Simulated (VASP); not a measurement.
A run of VASP 6.6.1 is set up as follows.

Contents of INCAR:

```
SYSTEM = Sr
PREC     = Accurate       ! precision mode
ENCUT    = 600            ! plane-wave cutoff, eV
EDIFF    = 1E-6           ! SCF threshold, eV
ISMEAR   = -1             ! smearing method
SIGMA    = 0.05           ! smearing width, eV
LREAL    = .FALSE.        ! projectors in reciprocal space
LASPH    = .TRUE.         ! aspherical terms in the spheres
NELM     = 60             ! most SCF steps
ALGO     = Normal         ! electronic algorithm
ISIF     = 3              ! what is computed and relaxed
LWAVE    = .FALSE.        ! write WAVECAR
LCHARG   = .FALSE.        ! write CHGCAR
GGA      = PS             ! functional
IBRION   = 2              ! ionic algorithm
NSW      = 80             ! ionic steps
EDIFFG   = -0.03          ! ionic threshold
```

File KPOINTS:

```
Automatic mesh
0
G
  7 7 7
  0 0 0
```

POSCAR

```
Sr
1.0
    0.0000000000      3.0423500000      3.0423500000
    3.0423500000      0.0000000000      3.0423500000
    3.0423500000      3.0423500000      0.0000000000
Sr
1
Direct
    0.0000000000      0.0000000000      0.0000000000
```

Potentials or basis: VASP PAW PBE potentials, release 64 (Sr_sv).

Launch:

```console
$ cat potpaw_PBE.64/Sr_sv/POTCAR > POTCAR
$ mpirun -np 1 vasp_std > vasp.out
```

Q: Estimate the relaxed cell.

A: a = 4.186 Å, b = 4.186 Å, c = 4.186 Å, α = 60.00°, β = 60.00°, γ = 60.00°.

Q: Estimate the relaxed volume.

A: 51.85 Å³/atom.

Q: What does it give for the space group after relaxing (to 0.05 Å)?

A: Fm-3m (No. 225).

Step by step:
```
step  energy change (eV)  largest force (eV/Å)  pressure (GPa)  volume (Å³)
   1              0.0000                0.0000           -0.84        56.32
   2             -0.0093                0.0000           -0.42        53.95
   3             -0.0119                0.0000            0.03        51.85
```

Caveat: the PAW data sets were made with another functional, which shifts forces and pressure a little.
